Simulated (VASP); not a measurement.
SiC:

```
Si C
1.0
     3.07553    0.00000    0.00000
    -1.53776    2.66349    0.00000
     0.00000    0.00000    5.04739
Si C
2 2
Direct
  0.33333 0.66667 0.00457
  0.66667 0.33333 0.50457
  0.33333 0.66667 0.38043
  0.66667 0.33333 0.88043
```

Base run:

| Quantity | Value |
| --- | --- |
| Program | VASP 6.6.1 |
| Functional | revPBE |
| Potentials or basis | VASP PAW PBE potentials, release 64 (Si, C) |
| Cutoff | 520 eV |
| k mesh | 8 × 8 × 6 |
| Occupations | methfessel-paxton, width 0.1 eV |
| Spin | no spin polarisation |

Its results: band gap on the k mesh 2.55 eV, indirect (least direct gap 4.00 eV); pressure 5.6 GPa; largest force 0.004 eV/Å.

Problem. The run is repeated on the same cell with these changes: functional from revPBE to RPBE; occupations from methfessel-paxton, width 0.1 eV to gaussian, width 0.025 eV. What comes out?

Solution. Band gap on the k mesh 2.57 eV, indirect (least direct gap 4.01 eV); pressure 6.3 GPa; largest force 0.003 eV/Å.

Caveats: the PAW data sets were made with another functional, which shifts forces and pressure a little.

A k mesh can miss the band edges.
